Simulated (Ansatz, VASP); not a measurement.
## One calculation of Sb, two programs

File INCAR:

```
PREC = Accurate ; ENCUT = 520
EDIFF = 1E-6 ; ISMEAR = 0
SIGMA = 0.15 ; LREAL = False
LASPH = True ; NELM = 60
ALGO = Normal ; ISIF = 2
LWAVE = False ; LCHARG = False
GGA = PE ; NBANDS = 8
```

KPOINTS

```
regular mesh
0
Gamma
  16 16 16
```

File POSCAR:

```
Sb
1.0
    2.8153816747      0.0000000000      0.0000000000
    0.0000000000      2.8153816747      0.0000000000
    0.0000000000      0.0000000000      3.9809496880
Sb
1
Direct
    0.0000000000      0.0000000000      0.0000000000
```

Input for Ansatz:

```yaml
crystal:
  lattice:
    - [2.8153816747, 0.0, 0.0]
    - [0.0, 2.8153816747, 0.0]
    - [0.0, 0.0, 3.980949688]
  atoms:
    - { symbol: Sb, position: [0.0, 0.0, 0.0] }
basis:
  ecutwfc: 420
kpoints:
  mp_grid: { grid: [16, 16, 16] }
hamiltonian:
  xc: pbe
scf:
  occupations: { method: gaussian, width: 0.15 }
output:
  forces: true
  stress: true
  eigenvalues: true
```

Alike in both runs: task single point; functional PBE; k mesh 16 × 16 × 16; occupations gaussian, width 0.15 eV; no spin polarisation.

|  | VASP | Ansatz |
| --- | --- | --- |
| version | VASP 6.6.1 | Ansatz 0.2.0 |
| potentials or method | VASP PAW PBE potentials, release 64 (Sb), cutoff 520 eV | scalar-relativistic, plane waves, PAW |
| valence electrons in the cell | 5 | 15 |

```tsv
	VASP	Ansatz	Ansatz less VASP
gap on the k mesh at the Fermi level (eV)	none	none	-
pressure (GPa)	8.2	8.1	-0.12
traceless stress, the component that is largest in VASP (GPa)	-11.72	-11.59	+0.134
```

A gap of «none» marks a metal or a gap that the smearing closes. With one functional, cell and mesh, what is left measures potentials, basis and numerics. VASP's potentials hold 5 valence electrons a cell and Ansatz's 15, so a difference there can come from the potentials and not from the codes.

Neither program's run includes spin-orbit coupling.
